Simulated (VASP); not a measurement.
A run of VASP 6.6.1:

The input POSCAR:

```
ZrS
1.0
    0.0000000000      2.6665649139      2.6665649139
    2.6665649139      0.0000000000      2.6665649139
    2.6665649139      2.6665649139      0.0000000000
Zr S
1 1
Direct
    0.5000000000      0.5000000000      0.5000000000
    0.0000000000      0.0000000000      0.0000000000
```

File INCAR.step1:

```
SYSTEM = ZrS
  ALGO = Normal
  EDIFF = 1E-4
  ENCUT = 600
  GGA = PE
  ISMEAR = 0
  LASPH = .TRUE.
  LCHARG = .FALSE.
  LREAL = .FALSE.
  LWAVE = .TRUE.
  NELM = 60
  PREC = Accurate
  SIGMA = 0.1
```

The input INCAR.step2:

```
SYSTEM = ZrS
  ALGO = Normal
  EDIFF = 1E-7
  EDIFFG = -0.01
  ENCUT = 600
  IBRION = 2
  ISIF = 3
  ISMEAR = 0
  ISTART = 1
  LASPH = .TRUE.
  LCHARG = .FALSE.
  LMIXTAU = .TRUE.
  LREAL = .FALSE.
  LWAVE = .FALSE.
  METAGGA = R2SCAN
  NELM = 60
  NSW = 80
  PREC = Accurate
  SIGMA = 0.1
```

The input KPOINTS:

```
k-points
0
G
  14 14 14
  0 0 0
```

Potentials or basis: VASP PAW PBE potentials, release 64 (Zr_sv, S).

The run is started by

```console
$ cat potpaw_PBE.64/Zr_sv/POTCAR potpaw_PBE.64/S/POTCAR > POTCAR
$ cp INCAR.step1 INCAR
$ mpirun -np 1 vasp_std > vasp.out
$ cp INCAR.step2 INCAR
$ mpirun -np 1 vasp_std > vasp.out
```

Hardware: 1 thread of Intel(R) Xeon(R) Platinum 8488C (Sapphire Rapids), on a shared host.

Question: Estimate the wall time of this run.

Answer: Run time: 12 min on 1 thread of Intel(R) Xeon(R) Platinum 8488C (Sapphire Rapids), on a shared host, peak memory 0.22 GiB. Counts: k points 104, ion steps 4.
